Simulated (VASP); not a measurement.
Set up this calculation in VASP 6.6.1, as the native input.

| Property | Result |
| --- | --- |
| Task | single point |
| Functional | PBEsol |
| Potentials or basis | VASP PAW PBE potentials, release 64 (Mn_pv) |
| Cutoff | 520 eV |
| k mesh | 11 × 11 × 15 |
| Occupations | fermi-dirac, width 0.1 eV |
| Spin | no spin polarisation |
| Dipole correction | no |
| Further INCAR settings | ALGO = Normal; EDIFF = 1e-06; NBANDS = 26 |

The structure of Mn lies in POSCAR:

```
Mn
1.0
    4.0055381596      0.0000000000      0.0000000000
   -2.0027690798      3.4688978020      0.0000000000
    0.0000000000      0.0000000000      2.5142008658
Mn
3
Direct
    0.0000000000      1.0000000000      0.0000000000
    0.3333333333      0.6666666667      0.5000000000
    0.6666666667      0.3333333333      0.5000000000
```

This isn't the form of Mn at room conditions, which is a 58-atom cubic cell.

The input as run:

INCAR

```
SYSTEM = Mn
PREC = Accurate ; ENCUT = 520
EDIFF = 1E-6 ; ISMEAR = -1
SIGMA = 0.1 ; LREAL = .False.
LASPH = .True. ; NELM = 100
ALGO = Normal ; ISIF = 2
LWAVE = .False. ; LCHARG = .False.
GGA = PS ; NBANDS = 26
```

KPOINTS

```
Automatic mesh
0
Gamma
  11 11 15
  0 0 0
```

Potentials or basis: VASP PAW PBE potentials, release 64 (Mn_pv).

Launch:

```console
$ cat potpaw_PBE.64/Mn_pv/POTCAR > POTCAR
$ mpirun -np 1 vasp_std > vasp.out
```

It gave:

```json
{"Pressure": "-26.6 GPa", "Band gap on the k mesh": "zero (an odd number of electrons rules out a gap without spin polarisation)"}
```

Caveat: the cell stands under tension; the PAW data sets were made with another functional, which shifts forces and pressure a little; the run has no spin polarisation, though such a crystal can be magnetic.

Wall time 3 min on 1 thread of Intel Xeon 8259CL, with other jobs on the host, peak memory 0.21 GiB.
